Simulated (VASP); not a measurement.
# Li4NbO4 (Cm) in VASP: notebook

Runs on Li4NbO4. Level: PBEsol. Tasks: single point.

Program: VASP 6.6.1. These are calculated values, not measurements. Logs are shortened: lines on timing, memory, paths and dates and some standing lists are left out, and cuts for length are marked.

## (1) The cell of the first run

The structure is monoclinic, space group Cm (No. 8). The conventional cell has a = 10.782 Å, b = 3.260 Å, c = 7.624 Å, α = 90.00°, β = 135.00°, γ = 90.00°. Li (site symmetry m) has 4 O at 1.92 to 2.49 Å within 2.5 Å. Li (site symmetry m) has 4 O at 1.92 to 2.04 Å and 2 Li at 2.51 Å within 2.6 Å. Within 2.7 Å of Li (site symmetry m) lie 4 O at 1.92 to 2.04 Å and 4 Li at 2.51 to 2.64 Å. Within 2.5 Å of Li (site symmetry m) lie 4 O at 1.92 to 2.04 Å. Nb (site symmetry m) has 4 O at 1.94 Å within 2.6 Å. O (site symmetry m) has 4 Li at 1.92 to 2.04 Å and 1 Nb at 1.94 Å within 2.5 Å. Within 2.5 Å of O (site symmetry m) lie 4 Li at 1.92 to 2.04 Å and 1 Nb at 1.94 Å. Within 2.5 Å of O (site symmetry m) lie 4 Li at 1.92 to 2.49 Å and 1 Nb at 1.94 Å.

## (2) Single point, PBEsol (atom 1 (Li) moved by -0.203 Å along [1 0 0] and -0.405 Å along [0 1 0])

File INCAR:

```
SYSTEM = Li4NbO4
PREC = Accurate
ENCUT = 520
EDIFF = 1E-6
ISMEAR = 0
SIGMA = 0.05
LREAL = .FALSE.
LASPH = .TRUE.
NELM = 80
ALGO = Normal
ISIF = 2
LWAVE = .FALSE.
LCHARG = .FALSE.
GGA = PS
NBANDS = 34
```

File KPOINTS:

```
regular mesh
0
G
  10 10 10
  0 0 0
```

File POSCAR:

```
Li4NbO4
1.0
   -3.8119495391      3.8119495391      1.6301049253
    3.8119495391     -3.8119495391      1.6301049253
    3.8119495391      3.8119495391     -1.6301049253
Li Nb O
4 1 4
Direct
    0.3872774088      0.1307668100      0.5180442187
    0.8426719780      0.3341549847      0.1768269627
    0.1573280220      0.6658450153      0.8231730373
    0.6658450153      0.8426719780      0.5085169933
    0.0000000000      0.0000000000      0.0000000000
    0.7589255465      0.0797104317      0.8386359782
    0.9202895683      0.7589255465      0.6792151148
    0.0797104317      0.2410744535      0.3207848852
    0.2410744535      0.9202895683      0.1613640218
```

Potentials or basis: VASP PAW PBE potentials, release 64 (Li_sv, Nb_sv, O).

The run is started by

```console
> cat potpaw_PBE.64/Li_sv/POTCAR potpaw_PBE.64/Nb_sv/POTCAR potpaw_PBE.64/O/POTCAR > POTCAR
> mpirun -np 1 vasp_std > vasp.out
```

OUTCAR:

```text
SYSTEM = Li4NbO4
   PREC = Accurate
   ENCUT = 520
   EDIFF = 1E-6
   ISMEAR = 0
   LREAL = .FALSE.
   LASPH = .TRUE.
   NELM = 80
   ISIF = 2
   GGA = PS

 ion  position               nearest neighbor table
   1  0.387  0.131  0.518-   7 1.92   7 1.92   9 1.95
   2  0.843  0.334  0.177-   9 1.92   9 1.92   8 1.94   6 2.04   3 2.51   3 2.51   5 2.82
   3  0.157  0.666  0.823-   6 1.92   6 1.92   7 1.94   9 2.04   2 2.51   2 2.51   5 2.82
   4  0.666  0.843  0.509-   8 1.92   8 1.92   6 1.94   7 2.04   5 2.82
   5  0.000  0.000  0.000-   7 1.94   8 1.94   6 1.94   9 1.94   3 2.82   4 2.82   2 2.82
   6  0.759  0.080  0.839-   3 1.92   3 1.92   5 1.94   4 1.94   2 2.04
   7  0.920  0.759  0.679-   1 1.92   1 1.92   5 1.94   3 1.94   4 2.04
   8  0.080  0.241  0.321-   4 1.92   4 1.92   5 1.94   2 1.94
   9  0.241  0.920  0.161-   2 1.92   2 1.92   5 1.94   1 1.95   3 2.04

  LATTYP: Found a body centered tetragonal cell.
 ALAT       =     7.6238990782
 C/A-ratio  =     0.4276302476

  Lattice vectors:

 A1 = (  -3.8119495391,   3.8119495391,   1.6301049253)
 A2 = (   3.8119495391,  -3.8119495391,   1.6301049253)
 A3 = (   3.8119495391,   3.8119495391,  -1.6301049253)

Analysis of symmetry for initial positions (statically):
=====================================================================
 Subroutine PRICEL returns:
 Original cell was already a primitive cell.

 Routine SETGRP: Setting up the symmetry group for a
 body centered tetragonal supercell.

 Subroutine GETGRP returns: Found  2 space group operations
 (whereof  2 operations were pure point group operations)
 out of a pool of 16 trial point group operations.

The static configuration has the point symmetry C_1h.

Analysis of symmetry for dynamics (positions and initial velocities):
=====================================================================
 Subroutine PRICEL returns:
 Original cell was already a primitive cell.

 Routine SETGRP: Setting up the symmetry group for a
 body centered tetragonal supercell.

 Subroutine GETGRP returns: Found  2 space group operations
 (whereof  2 operations were pure point group operations)
 out of a pool of 16 trial point group operations.

The dynamic configuration has the point symmetry C_1h.

 Subroutine INISYM returns: Found  2 space group operations
 (whereof  2 operations are pure point group operations),
 and found     1 'primitive' translations

----------------------------------------------------------------------------------------

                                     Primitive cell

  volume of cell :      94.7480

  direct lattice vectors                    reciprocal lattice vectors
    -3.811949539  3.811949539  1.630104925     0.000000000  0.131166479  0.306728722
     3.811949539 -3.811949539  1.630104925     0.131166479  0.000000000  0.306728722
     3.811949539  3.811949539 -1.630104925     0.131166479  0.131166479  0.000000000

  length of vectors
     5.631976620  5.631976620  5.631976620     0.333597293  0.333597293  0.185497414

  position of ions in fractional coordinates (direct lattice)
     0.387277409  0.130766810  0.518044219
     0.842671978  0.334154985  0.176826963
     0.157328022  0.665845015  0.823173037
     0.665845015  0.842671978  0.508516993
     0.000000000  0.000000000  0.000000000
     0.758925547  0.079710432  0.838635978
     0.920289568  0.758925547  0.679215115
     0.079710432  0.241074453  0.320784885
     0.241074453  0.920289568  0.161364022

  ion indices of the primitive-cell ions
   primitive index   ion index
                 1           1
                 2           2
                 3           3
                 4           4
                 5           5
                 6           6
                 7           7
                 8           8
                 9           9

----------------------------------------------------------------------------------------

 KPOINTS: regular mesh

Automatic generation of k-mesh.
 Grid dimensions read from file:
 generate k-points for:   10   10   10

 Generating k-lattice:

  Cartesian coordinates                     Fractional coordinates (reciprocal lattice)
     0.000000000  0.013116648  0.030672872     0.100000000  0.000000000  0.000000000
     0.013116648  0.000000000  0.030672872     0.000000000  0.100000000  0.000000000
     0.013116648  0.013116648  0.000000000     0.000000000  0.000000000  0.100000000

  Length of vectors
     0.033359729  0.033359729  0.018549741

  Shift w.r.t. Gamma in fractional coordinates (k-lattice)
     0.000000000  0.000000000  0.000000000

 Subroutine IBZKPT returns following result:
 ===========================================

 Found    282 irreducible k-points:

 Following reciprocal coordinates:
            Coordinates               Weight
  0.000000  0.000000  0.000000      1.000000
  0.100000  0.000000 -0.000000      4.000000
  0.100000  0.000000 -0.100000      4.000000
  0.200000  0.000000 -0.000000      4.000000
  0.200000  0.000000 -0.200000      4.000000
  0.300000 -0.000000  0.000000      4.000000
[... 16 lines left out ...]
  0.500000  0.000000 -0.400000      4.000000
 -0.100000 -0.400000  0.000000      4.000000
 [... further k-points ...]
   k-points           NKPTS =    282   k-points in BZ     NKDIM =    282   number of bands    NBANDS=     34
   number of dos      NEDOS =    301   number of ions     NIONS =      9
   total plane-waves  NPLWV =  74088
   dimension x,y,z NGX =    42 NGY =   42 NGZ =   42
   dimension x,y,z NGXF=    84 NGYF=   84 NGZF=   84
   ions per type =               4   1   4
   NGX,Y,Z   is equivalent  to a cutoff of  12.40, 12.40, 12.40 a.u.
   NGXF,Y,Z  is equivalent  to a cutoff of  24.80, 24.80, 24.80 a.u.
 SYSTEM =  Li4NbO4
   PREC   = accura    normal or accurate (medium, high low for compatibility)
   ISTART =      0    job   : 0-new  1-cont  2-samecut
   ICHARG =      2    charge: 1-file 2-atom 10-const
   ISPIN  =      1    spin polarized calculation?
   LNONCOLLINEAR =      F non collinear calculations
   LSORBIT =      F    spin-orbit coupling
   LASPH  =      T    aspherical Exc in radial PAW
   ENCUT  =  520.0 eV  38.22 Ry    6.18 a.u.  10.47 10.47 10.47*2*pi/ulx,y,z
   NELM   =     80;   NELMIN=  2; NELMDL= -5     # of ELM steps
   EDIFF  = 0.1E-05   stopping-criterion for ELM
   LREAL  =      F    real-space projection
   EDIFFG = 0.1E-04   stopping-criterion for IOM
   NSW    =      0    number of steps for IOM
   IBRION =     -1    ionic relax: 0-MD 1-quasi-New 2-CG
   NFREE  =      0    steps in history (QN), initial steepest desc. (CG)
   ISIF   =      2    stress and relaxation
   ISYM   =      2    0-nonsym 1-usesym 2-fastsym
   POTIM  = 0.5000    time-step for ionic-motion
   TEBEG  =    0.0;   TEEND  =   0.0 temperature during run
   PSTRESS=    0.0 pullay stress
   NELECT =      49.0000    total number of electrons
   NUPDOWN=      -1.0000    fix difference up-down
   EMIN   =  10.00;   EMAX   =-10.00  energy-range for DOS
   EFERMI =   0.00;   METHOD = LEGACY
   ISMEAR =     0;   SIGMA  =   0.05  broadening in eV -4-tet -1-fermi 0-gaus
   EFERMI_NEDOS =   21; number of points for ismear=-14 and -15
   IALGO  =     38    algorithm
   IMIX   =      4    mixing-type and parameters
     AMIX     =   0.40;   BMIX     =  1.00
     AMIX_MAG =   1.60;   BMIX_MAG =  1.00
  volume/ion in A,a.u.               =      10.53        71.04
  Fermi-wavevector in a.u.,A,eV,Ry     =   1.314065  2.483223 23.494096  1.726767
  Thomas-Fermi vector in A             =   2.444344
   LORBIT       =      0    0 simple, 1 ext, 2 COOP (PROOUT), +10 PAW based schemes
   GGA     = PS    functional components
   LHFCALC =     F    Hartree Fock is set to
   AEXX    =    0.0000 exact exchange contribution
   IVDW    =     0    specifies the selected vdW correction
   LEPSILON=     F    determine dielectric tensor
   LRPA    =     F    only Hartree local field effects (RPA)
 non-spin polarized calculation
 Gauss-broadening in eV      SIGMA  =   0.05
  energy-cutoff  :      520.00
  volume of cell :       94.75
 maximum number of plane-waves:      2570
 NGX is ok and might be reduce to    42
   NGX = 21   NGY = 21   NGZ = 21

 number of electron      48.9999998 magnetization

 Free energy of the ion-electron system (eV)
  ---------------------------------------------------
  ext. energy  EPLUGINS =         0.00000000
  ---------------------------------------------------
  free energy    TOTEN  =       -59.05049091 eV

  energy without entropy =      -59.05049091  energy(sigma->0) =      -59.05049091

 E-fermi :   3.4805     XC(G=0): -10.0334

 val. band max:        3.2073465659   @ k =  -0.1000  -0.1000   0.1000
 cond. band min:       4.4866463765   @ k =  -0.3000  -0.4000   0.3000
 fundamental gap:      1.2792998106
 Fermi energy:         3.4804627804

 k-point     1 :       0.0000    0.0000    0.0000
  band No.  band energies     occupation
      1     -51.8424      2.00000
      2     -40.1882      2.00000
      3     -39.9476      2.00000
      4     -39.7767      2.00000
      5     -39.5810      2.00000
      6     -28.1758      2.00000
[... 26 lines left out ...]
     33      11.7331      0.00000
     34      13.8279      0.00000

 k-point     2 :       0.1000    0.0000   -0.0000
  band No.  band energies     occupation
      1     -51.8405      2.00000
      2     -40.1875      2.00000
      3     -39.9467      2.00000
      4     -39.7766      2.00000
      5     -39.5805      2.00000
      6     -28.1732      2.00000
[... 26 lines left out ...]
     33      11.6050      0.00000
     34      13.4393      0.00000

 k-point     3 :       0.1000    0.0000   -0.1000
  band No.  band energies     occupation
      1     -51.8405      2.00000
      2     -40.1875      2.00000
      3     -39.9467      2.00000
      4     -39.7766      2.00000
      5     -39.5805      2.00000
      6     -28.1732      2.00000
[... 26 lines left out ...]
     33      11.5990      0.00000
     34      13.4587      0.00000

 k-point     4 :       0.2000    0.0000   -0.0000
  band No.  band energies     occupation
      1     -51.8354      2.00000
      2     -40.1854      2.00000
      3     -39.9443      2.00000
      4     -39.7764      2.00000
      5     -39.5791      2.00000
      6     -28.1664      2.00000
[... 26 lines left out ...]
     33      11.4388      0.00000
     34      12.9674      0.00000

 k-point     5 :       0.2000    0.0000   -0.2000
  band No.  band energies     occupation
      1     -51.8354      2.00000
      2     -40.1854      2.00000
      3     -39.9443      2.00000
      4     -39.7764      2.00000
      5     -39.5791      2.00000
      6     -28.1664      2.00000
[... 621 lines left out ...]
 k-point    22 :       0.4000    0.1000   -0.0000
  band No.  band energies     occupation
      1     -51.8220      2.00000
      2     -40.1802      2.00000
      3     -39.9377      2.00000
      4     -39.7760      2.00000
      5     -39.5756      2.00000
      6     -28.1484      2.00000
[... 26 lines left out ...]
     33      11.9160      0.00000
     34      12.8628      0.00000

 k-point    23 :       0.5000    0.0000   -0.4000
  band No.  band energies     occupation
      1     -51.8220      2.00000
      2     -40.1802      2.00000
      3     -39.9377      2.00000
      4     -39.7760      2.00000
      5     -39.5756      2.00000
      6     -28.1484      2.00000
[... 26 lines left out ...]
     33      11.8758      0.00000
     34      12.9520      0.00000

 k-point    24 :      -0.1000   -0.4000    0.0000
  band No.  band energies     occupation
      1     -51.8220      2.00000
      2     -40.1802      2.00000
      3     -39.9377      2.00000
      4     -39.7760      2.00000
      5     -39.5756      2.00000
      6     -28.1484      2.00000
[... 26 lines left out ...]
     33      11.9890      0.00000
     34      12.9046      0.00000

 [... further k-points ...]

------------------------ aborting loop because EDIFF is reached ----------------------------------------

  FORCE on cell =-STRESS in cart. coord.  units (eV):
  Direction    XX          YY          ZZ          XY          YZ          ZX
  --------------------------------------------------------------------------------------
  -------------------------------------------------------------------------------------
  Total       -0.7363206     -0.4444919      0.0565519     -0.1675542      0.0000000      0.0000000
  in kB      -12.4510987     -7.5163087      0.9562864     -2.8333221      0.0000000      0.0000000
  external PRESSURE =      -6.3370403 kB  Pullay stress =       0.0000000 kB

 VOLUME and BASIS-vectors are now :
 -----------------------------------------------------------------------------
  energy-cutoff  :      520.00
  volume of cell :       94.75
      direct lattice vectors                 reciprocal lattice vectors
    -3.811949539  3.811949539  1.630104925     0.000000000  0.131166479  0.306728722
     3.811949539 -3.811949539  1.630104925     0.131166479  0.000000000  0.306728722
     3.811949539  3.811949539 -1.630104925     0.131166479  0.131166479  0.000000000

 POSITION                                       TOTAL-FORCE (eV/Angst)
 -----------------------------------------------------------------------------------
      0.99695      2.95256      0.00000         0.368524     -0.784180      0.000000
     -1.26439      2.61250      1.63010        -0.157471     -0.053432      0.000000
      5.07634      1.19945      0.00000         0.112095      0.340265      0.000000
      2.61250      1.26439      1.63010        -0.441345      0.274974      0.000000
      0.00000      0.00000      0.00000         0.700024      0.564368     -0.000000
      0.60770      5.78597      0.00000         0.031076     -0.441148      0.000000
      1.97402      3.20425      1.63010        -0.318481      0.365273     -0.000000
      1.83793      0.60770      0.00000        -0.151892     -0.467824      0.000000
      3.20425     -1.97402      1.63010        -0.142531      0.201705      0.000000
 -----------------------------------------------------------------------------------
    total drift:                                0.000099      0.000194      0.000000

  FREE ENERGIE OF THE ION-ELECTRON SYSTEM (eV)
  ---------------------------------------------------
  free  energy   TOTEN  =       -59.0504909086 eV

  energy  without entropy=      -59.0504909086  energy(sigma->0) =      -59.05049091
```

It took 21 min on 1 thread of Oxide Virtual Turin-like, shared host; peak memory 0.77 GiB.

Results:

```
Free energy            : -59.0505 eV
Largest force          : 0.899 eV/Å
Band gap on the k mesh : zero (an odd number of electrons rules out a gap without spin polarisation)
```

Forces in eV/Å, atoms in the order of the input:
```
Li   0.369 -0.784  0.000
Li  -0.157 -0.053  0.000
Li   0.112  0.340  0.000
Li  -0.441  0.275  0.000
Nb   0.700  0.564  0.000
O    0.031 -0.441  0.000
O   -0.318  0.365  0.000
O   -0.152 -0.468  0.000
O   -0.143  0.202  0.000
```

Levels at points of the mesh, in eV from the Fermi level:
```tsv
k point	band 21	band 22	band 23	band 24	band 25	band 26	band 27	band 28	band 29	band 30
(0.00, 0.00, 0.00)	-2.23	-2.07	-1.74	-1.62	-1.53	2.95	3.02	3.31	4.01	6.30
(0.50, 0.00, 0.00)	-2.78	-2.13	-1.96	-1.75	1.87	2.02	3.51	4.37	5.04	5.94
(0.50, 0.00, 0.50)	-2.61	-2.18	-1.98	-1.76	1.93	1.97	3.52	4.36	4.99	5.98
(0.50, 0.50, 0.00)	-2.37	-1.99	-1.88	-1.86	-1.62	2.94	3.02	3.33	4.49	6.33
(0.00, 0.00, 0.50)	-2.32	-2.09	-1.97	-1.86	-1.67	2.91	3.04	3.41	4.49	6.00
(0.50, 0.50, 0.50)	-2.27	-2.11	-2.03	-2.00	-1.38	2.71	2.98	3.03	4.73	6.18
```

Caveat: the cell differs from its parent crystal (atom 1 (Li) moved by -0.203 Å along [1 0 0] and -0.405 Å along [0 1 0]); the cutoff is under 1.25 times the usual one of these potentials, so pressure, stress and relaxed cells hold a basis-set (Pulay) error; the PAW data sets were made with another functional, which shifts forces and pressure a little; an odd number of electrons without spin polarisation forces a metal; a magnetic or distorted state may lie lower.

## (3) Single point, PBEsol (atom 1 (Li) moved by -0.405 Å along [1 0 0] and +0.000 Å along [0 1 0])

File INCAR:

```
PREC = Accurate
ENCUT = 520
EDIFF = 1E-7
ISMEAR = 0
SIGMA = 0.05
LREAL = False
LASPH = True
NELM = 60
ALGO = Normal
ISIF = 2
LWAVE = False
LCHARG = False
GGA = PS
NBANDS = 34
```

File KPOINTS:

```
regular mesh
0
Gamma
  10 10 10
```

POSCAR: that of step 2 with these lines changed.

```diff
@@ -8,3 +8,3 @@
 Direct
-    0.3872774088      0.1307668100      0.5180442187
+    0.3341549847      0.1042055979      0.4383605826
     0.8426719780      0.3341549847      0.1768269627
```

Potentials or basis: VASP PAW PBE potentials, release 64 (Li_sv, Nb_sv, O).

The run is started by

```console
> cat potpaw_PBE.64/Li_sv/POTCAR potpaw_PBE.64/Nb_sv/POTCAR potpaw_PBE.64/O/POTCAR > POTCAR
> mpirun -np 1 vasp_std > vasp.out
```

Run time: 41 min. Hardware: 1 thread of Oxide Virtual Turin-like, shared host; peak memory 0.77 GiB.

Results (log left out):

```
Free energy            : -58.6459 eV
Largest force          : 4.184 eV/Å
Band gap on the k mesh : zero (an odd number of electrons rules out a gap without spin polarisation)
```

Forces on the atoms (eV/Å):
```
Li   3.889  1.544  0.000
Li  -0.355 -0.009  0.000
Li   0.017 -0.044  0.000
Li  -0.220  0.332  0.000
Nb  -0.321 -1.084  0.000
O    0.044  0.060  0.000
O   -0.178  0.104  0.000
O   -0.219 -0.119  0.000
O   -2.658 -0.784  0.000
```

Levels at points of the mesh, in eV from the Fermi level:
```csv
k point,band 21,band 22,band 23,band 24,band 25,band 26,band 27,band 28,band 29,band 30
"(0.00, 0.00, 0.00)",-2.40,-1.84,-1.80,-1.73,-1.60,2.87,3.05,3.28,4.04,6.24
"(0.50, 0.00, 0.00)",-2.95,-2.08,-1.97,-1.91,1.78,2.00,3.46,4.34,5.00,5.94
"(0.50, 0.00, 0.50)",-2.61,-2.20,-2.01,-1.90,1.84,1.93,3.47,4.34,4.98,6.01
"(0.50, 0.50, 0.00)",-2.50,-2.06,-1.90,-1.77,-1.66,2.86,3.06,3.33,4.55,6.14
"(0.00, 0.00, 0.50)",-2.44,-2.04,-1.99,-1.90,-1.81,2.85,3.06,3.31,4.52,6.07
"(0.50, 0.50, 0.50)",-2.35,-2.06,-2.01,-1.97,-1.50,2.75,2.89,3.07,4.67,6.18
```

Caveat: the cell differs from its parent crystal (atom 1 (Li) moved by -0.405 Å along [1 0 0] and +0.000 Å along [0 1 0]); the cutoff is under 1.25 times the usual one of these potentials, so pressure, stress and relaxed cells hold a basis-set (Pulay) error; the PAW data sets were made with another functional, which shifts forces and pressure a little; an odd number of electrons without spin polarisation forces a metal; a magnetic or distorted state may lie lower.

The gap in the log of VASP goes by the Fermi energy; the results here count the filled bands.